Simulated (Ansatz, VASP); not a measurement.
# Two plane-wave programs on Be3B

Contents of INCAR:

```
SYSTEM = Be3B
ALGO = Fast
EDIFF = 1E-6
EDIFFG = -0.015
ENCUT = 600
GGA = PE
IBRION = 2
ISIF = 3
ISMEAR = 0
LASPH = .True.
LCHARG = .False.
LREAL = .False.
LWAVE = .False.
NELM = 80
NSW = 100
PREC = Accurate
SIGMA = 0.1
```

Contents of KPOINTS:

```
k-points
0
Gamma
  8 8 4
  0 0 0
```

File POSCAR:

```
Be3B
1.0
   -3.0046795974     -0.0221891789     -0.0671360900
   -0.0671360900      0.0056479567     -3.1156749232
   -0.0443783579     -6.2626987585      0.0112959135
Be B
6 2
Direct
    0.9802420946      0.5107902660      0.7238734471
    0.9919764309      0.5108929323      0.2285955508
    0.4993814479      0.5180899694      0.5145845109
    0.4348435725      0.4373239221      1.0295991241
    0.5204207166     -0.0016956216      0.7360255435
    0.4924561002     -0.0166341055      0.2349106782
    1.0510937810      1.0311278818      0.5149330683
    1.0295858564      0.0101047556      0.0174780772
```

Input for Ansatz:

```yaml
crystal:
  lattice:
    - [-3.0046795974, -0.0221891789, -0.06713609]
    - [-0.06713609, 0.0056479567, -3.1156749232]
    - [-0.0443783579, -6.2626987585, 0.0112959135]
  atoms:
    - { symbol: Be, position: [0.9802420946, 0.510790266, 0.7238734471] }
    - { symbol: Be, position: [0.9919764309, 0.5108929323, 0.2285955508] }
    - { symbol: Be, position: [0.4993814479, 0.5180899694, 0.5145845109] }
    - { symbol: Be, position: [0.4348435725, 0.4373239221, 1.0295991241] }
    - { symbol: Be, position: [0.5204207166, -0.0016956216, 0.7360255435] }
    - { symbol: Be, position: [0.4924561002, -0.0166341055, 0.2349106782] }
    - { symbol: B, position: [1.051093781, 1.0311278818, 0.5149330683] }
    - { symbol: B, position: [1.0295858564, 0.0101047556, 0.0174780772] }
basis:
  ecutwfc: 420
kpoints:
  mp_grid: { grid: [8, 8, 4] }
hamiltonian:
  xc: pbe
scf:
  occupations: { method: gaussian, width: 0.1 }
output:
  forces: true
  stress: true
  eigenvalues: true
relax:
  adjacent_minimum: "off"
  f_tol: 0.015
  max_steps: 120
  cell: { stress_tol: 0.15 }
```

Change from the starting cell: Cu3Au (L1_2) type (Pm-3m, No. 221); cell x2, atoms moved at random (sigma 0.1 Å) and cell strained at random (1.5 %), then relaxed without symmetry.

Alike in both runs: task relaxation of cell and atoms; functional PBE; k mesh 8 × 8 × 4; occupations gaussian, width 0.1 eV; no spin polarisation.

```csv
,VASP,Ansatz
version,VASP 6.6.1,Ansatz 0.2.0
potentials or method,"VASP PAW PBE potentials, release 64 (Be, B), cutoff 600 eV","scalar-relativistic, plane waves, PAW"
valence electrons in the cell,18,18
```

|  | VASP | Ansatz | Ansatz less VASP |
| --- | --- | --- | --- |
| gap on the k mesh at the Fermi level, each at its own relaxed structure (eV) | none | none | - |
| relaxed volume (Å³/atom) | 7.23 | 7.22 | -0.004 |
| relaxed length of the cell vector where the two differ most in proportion (Å) | 3.069 | 3.068 | -0.0008 |

A gap of «none» marks a metal or a gap that the smearing closes.
